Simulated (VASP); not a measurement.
Write the native input for VASP 6.6.1 that does the following.

```
Task                   : single point
Functional             : LDA
Potentials or basis    : VASP PAW LDA potentials, release 64 (Fe_sv)
Cutoff                 : 600 eV
k mesh                 : 16 × 16 × 16
Occupations            : fermi-dirac, width 0.05 eV
Spin                   : collinear spin, ferromagnetic start
Starting moments       : [1.988] μB
Dipole correction      : no
Second run             : valence_matched
Further INCAR settings : ALGO = Normal; EDIFF = 1e-06; NBANDS = 18
```

The structure of Fe lies in POSCAR:

```
Fe
1.0
   -1.3745984210      1.3745984210      1.3745984210
    1.3745984210     -1.3745984210      1.3745984210
    1.3745984210      1.3745984210     -1.3745984210
Fe
1
Direct
    0.0000000000      0.0000000000      0.0000000000
```

One way to write it, as run:

INCAR

```
SYSTEM = Fe
ALGO = Normal
EDIFF = 1E-6
ENCUT = 600
GGA_COMPAT = .FALSE.
ISIF = 2
ISMEAR = -1
ISPIN = 2
LASPH = .TRUE.
LCHARG = .TRUE.
LELF = .TRUE.
LMAXMIX = 4
LORBIT = 11
LREAL = .FALSE.
LVHAR = .TRUE.
LWAVE = .FALSE.
MAGMOM = 1.988
NBANDS = 18
NELM = 200
PREC = Accurate
SIGMA = 0.05
```

KPOINTS

```
k-points
0
G
  16 16 16
  0 0 0
```

Potentials or basis: VASP PAW LDA potentials, release 64 (Fe_sv).

Launch:

```bash
$ cat potpaw_LDA.64/Fe_sv/POTCAR > POTCAR
$ mpirun -np 1 vasp_std > vasp.out
```

Results of the run:

The pressure is -4.5 GPa, the net moment is 1.93 μB per cell and the site moments are Fe +1.89 μB. The valence electrons inside the program's atomic spheres are Fe 13.81.

It took 48 s on 1 thread of Intel(R) Xeon(R) Platinum 8559C (Emerald Rapids), on a shared host, peak memory 0.16 GiB.
